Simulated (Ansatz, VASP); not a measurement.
## Two plane-wave programs on W

```
W
1.0
     0.00000    2.03000    1.99955
     2.03000    0.00000    1.99955
     2.03000    2.03000    0.00000
W
1
Direct
  0.00000 0.00000 0.00000
```

Change from the starting cell: strain +0.000 along x and y, -0.015 along z, atoms carried along.

Alike in both runs: task single point; functional r2SCAN; k mesh 20 × 20 × 20; occupations gaussian, width 0.15 eV; no spin polarisation.

```csv
,VASP,Ansatz
version,VASP 6.6.1,Ansatz 0.2.0
potentials or method,"VASP PAW PBE potentials, release 64 (W_sv), cutoff 520 eV","scalar-relativistic, plane waves, PAW"
valence electrons in the cell,14,14
```

Ansatz gave:

| Property | Result |
| --- | --- |
| gap on the k mesh at the Fermi level (eV) | none |
| pressure (GPa) | -4.8 |
| traceless stress, the component that is largest in VASP (GPa) | -4.73 |

Q: Estimate VASP's values.

A: gap on the k mesh at the Fermi level (eV): none; pressure (GPa): -3.7; traceless stress, the component that is largest in VASP (GPa): -4.78.

VASP's potentials were made for PBE, not for r2SCAN. A gap of «none» marks a metal or a gap that the smearing closes. The functional is the same, so the differences come from potentials, cutoffs and numerics.

Spin-orbit coupling is off throughout.
